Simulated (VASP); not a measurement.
Input of a VASP 6.6.1 run:

Contents of INCAR:

```
SYSTEM = Si3P
  PREC = Accurate
  ENCUT = 520
  EDIFF = 1E-7
  ISMEAR = 0
  SIGMA = 0.1
  LREAL = .False.
  LASPH = .True.
  NELM = 100
  ALGO = Normal
  ISIF = 2
  LWAVE = .False.
  LCHARG = .True.
  GGA = PE
  LELF = .True.
  LVHAR = .True.
  NBANDS = 16
```

Contents of KPOINTS:

```
regular mesh
0
Gamma
  12 12 16
  0 0 0
```

File POSCAR:

```
Si3P
1.0
    4.3154927446      0.0000000000      0.0000000000
    0.0000000000      4.3154927446      0.0000000000
    0.0000000000      0.0000000000      3.1081957152
Si P
3 1
Direct
    0.0000000000      0.5000000000      0.5000000000
    0.5000000000      0.0000000000      0.5000000000
    0.5000000000      0.5000000000      0.0000000000
    0.0000000000      0.0000000000      0.0000000000
```

Potentials or basis: VASP PAW PBE potentials, release 64 (Si, P).

Command:

```bash
$ cat potpaw_PBE.64/Si/POTCAR potpaw_PBE.64/P/POTCAR > POTCAR
$ mpirun -np 1 vasp_std > vasp.out
```

Problem. Estimate the band gap on the k mesh.

Solution. Zero (an odd number of electrons rules out a gap without spin polarisation).

Problem. Estimate the pressure.

Solution. -0.1 GPa.
